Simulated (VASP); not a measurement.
Input of a VASP 6.6.1 run:

File INCAR:

```
SYSTEM = Li2Se
  PREC = Accurate
  ENCUT = 750
  EDIFF = 1E-6
  ISMEAR = 0
  SIGMA = 0.02
  LREAL = .FALSE.
  LASPH = .TRUE.
  NELM = 120
  ALGO = Normal
  ISIF = 2
  LWAVE = .FALSE.
  LCHARG = .FALSE.
  GGA = PE
  NBANDS = 13
  GGA_COMPAT = .FALSE.
```

Contents of KPOINTS:

```
Automatic mesh
0
G
  6 6 6
  0 0 0
```

Contents of POSCAR:

```
Li2Se
1.0
    0.0000000000      3.0029022425      3.0029022425
    3.0029022425      0.0000000000      3.0029022425
    3.0029022425      3.0029022425      0.0000000000
Se Li
1 2
Direct
    0.0000000000      0.0000000000      0.0000000000
    0.2500000000      0.2500000000      0.2500000000
    0.7500000000      0.7500000000      0.7500000000
```

Potentials or basis: VASP PAW PBE potentials, release 64 (Se, Li_sv).

Launch:

```sh
$ cat potpaw_PBE.64/Se/POTCAR potpaw_PBE.64/Li_sv/POTCAR > POTCAR
$ mpirun -np 1 vasp_std > vasp.out
```

Task: What does it give for the band gap on the k mesh?

Result: 2.98 eV, indirect (least direct gap 3.38 eV).

Task: Estimate the pressure.

Result: -0.1 GPa.

A k mesh can miss the band edges.
